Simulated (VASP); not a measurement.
Wanted: the native input for a VASP 6.6.1 run.

```yaml
Task: single point
Functional: PBEsol
Potentials_or_basis: VASP PAW PBE potentials, release 64 (Hg, Sb, Pt)
Cutoff: 520 eV
k_mesh: 6 × 6 × 6
Occupations: fermi-dirac, width 0.03 eV
Spin: no spin polarisation
Dipole_correction: no
Further_INCAR_settings: ALGO = Normal; EDIFF = 1e-07; NBANDS = 30
```

The structure of Hg2Sb2Pt lies in POSCAR:

```
Hg2Sb2Pt
1.0
    2.1065244327      1.2162024483      7.7083808779
   -2.1065244327      1.2162024483      7.7083808779
    0.0000000000     -2.4324048965      7.7083808779
Hg Sb Pt
2 2 1
Direct
    0.3863066836      0.3863066836      0.3863066836
    0.6136933164      0.6136933164      0.6136933164
    0.7946598279      0.7946598279      0.7946598279
    0.2053401721      0.2053401721      0.2053401721
    0.0000000000      0.0000000000      0.0000000000
```

These files were run (other wordings do the same):

INCAR

```
SYSTEM = Hg2Sb2Pt
PREC     = Accurate       ! precision mode
ENCUT    = 520            ! plane-wave cutoff, eV
EDIFF    = 1E-7           ! SCF threshold, eV
ISMEAR   = -1             ! smearing method
SIGMA    = 0.03           ! smearing width, eV
LREAL    = .False.        ! projectors in reciprocal space
LASPH    = .True.         ! aspherical terms in the spheres
NELM     = 100            ! most SCF steps
ALGO     = Normal         ! electronic algorithm
ISIF     = 2              ! what is computed and relaxed
LWAVE    = .False.        ! write WAVECAR
LCHARG   = .False.        ! write CHGCAR
GGA      = PS             ! functional
NBANDS   = 30             ! bands
```

KPOINTS

```
Automatic mesh
0
Gamma
  6 6 6
  0 0 0
```

Potentials or basis: VASP PAW PBE potentials, release 64 (Hg, Sb, Pt).

The run is started by

```bash
$ cat potpaw_PBE.64/Hg/POTCAR potpaw_PBE.64/Sb/POTCAR potpaw_PBE.64/Pt/POTCAR > POTCAR
$ mpirun -np 1 vasp_std > vasp.out
```

It gave:

| Property | Result |
| --- | --- |
| Pressure | 0.4 GPa |
| Largest force | 0.053 eV/Å |
| Band gap on the k mesh | zero (bands 22 and 23 overlap by 2.25 eV) |

Caveat: the PAW data sets were made with another functional, which shifts forces and pressure a little; spin-orbit coupling is left out, which moves the levels of the heavy elements.

Wall time 3.1 min on 1 thread of Intel(R) Xeon(R) 6975P-C (Granite Rapids) (shared host), peak memory 0.51 GiB.
